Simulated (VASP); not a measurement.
Runs of VASP 6.6.1 on SbSe2. The structure is that of space group Fm-3m (No. 225), or close to it. The cells are those of the table. 

```tsv
task	cell	k mesh	cutoff (eV)	gap on the mesh (eV)	pressure (GPa)	relaxed volume (Å³/atom)
single point	a = 5.049 Å, angles 60.0°, 3 atoms	4 × 4 × 4	520	none	(a)	-
single point	a = 4.889 Å, angles 60.0°, 3 atoms	4 × 4 × 4	520	none	-0.3	-
relaxation of cell and atoms	relaxed from a = 4.889 Å, angles 60.0°, 3 atoms	12 × 12 × 12	600	none	0.0	(b)
relaxation of cell and atoms	relaxed from a = 5.049 Å, angles 60.0°, 3 atoms	4 × 4 × 4	600	none	0.0	27.38
single point	a = 4.886 Å, angles 60.0°, 3 atoms	12 × 12 × 12	520	none	-0.1	-
```

Alike in all rows: level PBE; potentials or basis VASP PAW PBE potentials, release 64 (Sb, Se); no spin polarisation; smearing gaussian 0.1 eV.

Q: Fill in the values left out.

A: (a) -4.5; (b) 27.44.

Caveats: some runs use coarse meshes; spin-orbit coupling is left out, which moves the levels of the heavy elements.

A k mesh can miss the band edges, and the runs leave out spin-orbit coupling on Sb, Se.

A gap of «none» marks levels without a gap at the run's occupations.
